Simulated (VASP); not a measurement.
Input of a VASP 6.6.1 run:

INCAR

```
SYSTEM = HC16
  PREC = Accurate
  ENCUT = 520
  EDIFF = 1E-6
  ISMEAR = 0
  SIGMA = 0.02
  LREAL = Auto
  LASPH = .TRUE.
  NELM = 80
  ALGO = Normal
  ISIF = 2
  LWAVE = .FALSE.
  LCHARG = .FALSE.
  GGA = PS
  NBANDS = 46
  NELECT = 64.0
```

KPOINTS

```
Automatic mesh
0
G
  3 3 3
  0 0 0
```

POSCAR

```
HC16
1.0
    0.0000000000      3.5700000000      3.5700000000
    3.5700000000      0.0000000000      3.5700000000
    3.5700000000      3.5700000000      0.0000000000
C H
16 1
Direct
   -0.0100165266      0.0266647059     -0.0102775910
    0.1207686275      0.1180826331      0.1319316527
   -0.0068962185     -0.0032626050      0.5051197479
    0.1210936975      0.1263782913      0.6229110644
   -0.0037889356      0.4878281513      0.0006410364
    0.1310859944      0.5978137255      0.1365156863
   -0.0050413165      0.4983519608      0.5032368347
    0.1217935574      0.6221294118      0.6264579832
    0.4931642857      0.0008107843     -0.0005847339
    0.6094163866      0.1365536415      0.1255780112
    0.4949595238      0.0024836134      0.4997012605
    0.6191471989      0.1254009804      0.6258037815
    0.4954928571      0.5064018207     -0.0056441176
    0.6180116246      0.6238194678      0.1268233894
    0.4950035014      0.4992967787      0.5004141457
    0.6195719888      0.6278120448      0.6212361345
    0.9004920168      0.8119780112      0.0620469188
```

Potentials or basis: VASP PAW PBE potentials, release 64 (C, H).

Command:

```bash
$ cat potpaw_PBE.64/C/POTCAR potpaw_PBE.64/H/POTCAR > POTCAR
$ mpirun -np 1 vasp_std > vasp.out
```

Problem. Predict the largest force.

Solution. 0.073 eV/Å.

Forces in eV/Å, atoms in the order of the input:
```
C   -0.003  0.031  0.003
C   -0.003  0.001  0.006
C    0.003 -0.010  0.011
C   -0.002  0.009  0.004
C    0.009 -0.009  0.002
C    0.013  0.013  0.039
C   -0.006  0.004 -0.001
C    0.002  0.006 -0.005
C   -0.001  0.002  0.002
C   -0.005  0.001  0.002
C    0.003  0.002  0.000
C    0.000  0.005  0.005
C    0.000  0.006 -0.013
C   -0.005 -0.001 -0.006
C   -0.008  0.001 -0.007
C   -0.003 -0.006  0.007
H    0.005 -0.054 -0.049
```

Caveat: the k points lie up to 0.51 Å⁻¹ apart; the cell carries a net charge on a neutralising background, which shifts energy and pressure; the PAW data sets were made with another functional, which shifts forces and pressure a little.
